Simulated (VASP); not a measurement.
A run of VASP 6.6.1:

The input INCAR:

```
PREC = Accurate
ENCUT = 520
EDIFF = 1E-6
ISMEAR = -1
SIGMA = 0.05
LREAL = False
LASPH = True
NELM = 60
ALGO = Fast
ISIF = 2
LWAVE = False
LCHARG = False
GGA = RE
NBANDS = 9
```

File KPOINTS:

```
Automatic mesh
0
Gamma
  10 10 5
```

File POSCAR:

```
Mg
1.0
    3.2515324747      0.0000000000      0.0000000000
   -1.6257662373      2.8159097243      0.0000000000
    0.0000000000      0.0000000000      5.2788644417
Mg
2
Direct
    0.6666666667      0.3333333333      0.7500000000
    0.3333333333      0.6666666667      0.2500000000
```

Potentials or basis: VASP PAW PBE potentials, release 64 (Mg).

Launch:

```console
$ cat potpaw_PBE.64/Mg/POTCAR > POTCAR
$ mpirun -np 1 vasp_std > vasp.out
```

Hardware: 1 thread of AMD EPYC 7R43 64-Core Processor (Zen 3), with other jobs on the host.

Problem. Estimate the wall time of this run.

Solution. Wall time 21 s on 1 thread of AMD EPYC 7R43 64-Core Processor (Zen 3), with other jobs on the host, peak memory 0.12 GiB. Counts: scf iterations 10, k points 42.
